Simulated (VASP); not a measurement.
Crystal: BAs.

```
B As
1.0
     0.00000    2.42870    2.42870
     2.42870    0.00000    2.42870
     2.42870    2.42870    0.00000
B As
1 1
Direct
  0.00000 0.00000 0.00000
  0.25000 0.25000 0.25000
```

This cell differs from its parent crystal: strain +1.5%.

Base run:

- Program: VASP 6.6.1
- Functional: r2SCAN
- Potentials or basis: VASP PAW PBE potentials, release 64 (B, As)
- Cutoff: 550 eV
- k mesh: 10 × 10 × 10
- Occupations: gaussian, width 0.01 eV
- Spin: no spin polarisation

Its results: band gap on the k mesh 1.42 eV (least direct gap 3.39 eV); pressure -5.7 GPa.

Question: The run is repeated on the same cell with these changes: functional from r2SCAN to HSE06; cutoff from 550 eV to 420 eV; k mesh from 10 × 10 × 10 to 6 × 6 × 6. What comes out?

Answer: Band gap on the k mesh 1.98 eV (least direct gap 4.05 eV); pressure -7.1 GPa.

Several settings changed at once.

Caveats: the cell stands under tension; the PAW data sets were made with another functional, which shifts forces and pressure a little.

A k mesh can miss the band edges.
